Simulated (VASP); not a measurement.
A run of VASP 6.6.1:

Contents of INCAR:

```
SYSTEM = LiMg
  PREC = Accurate
  ENCUT = 520
  EDIFF = 1E-7
  ISMEAR = -1
  SIGMA = 0.1
  LREAL = .FALSE.
  LASPH = .TRUE.
  NELM = 60
  ALGO = Normal
  ISIF = 2
  LWAVE = .FALSE.
  LCHARG = .FALSE.
  GGA = PS
  NBANDS = 10
```

The input KPOINTS:

```
Automatic mesh
0
G
  10 10 6
  0 0 0
```

POSCAR

```
LiMg
1.0
    3.0059110000      0.0000000000      0.0000000000
   -1.0269377938      2.8250486204      0.0000000000
    0.0000000000      0.0000000000      4.8884130000
Li Mg
1 1
Direct
    0.0000000000      0.0000000000      0.0000000000
    0.5000000000      0.5000000000      0.5000000000
```

Potentials or basis: VASP PAW PBE potentials, release 64 (Li_sv, Mg).

Command:

```console
$ cat potpaw_PBE.64/Li_sv/POTCAR potpaw_PBE.64/Mg/POTCAR > POTCAR
$ mpirun -np 1 vasp_std > vasp.out
```

Hardware: 1 thread of AMD EPYC 7R13, with other jobs on the host.

Q: How long does it take, and how much memory?

A: Wall time 76 s on 1 thread of AMD EPYC 7R13 (shared host), peak memory 0.16 GiB. Counts: scf iterations 11, k points 124.
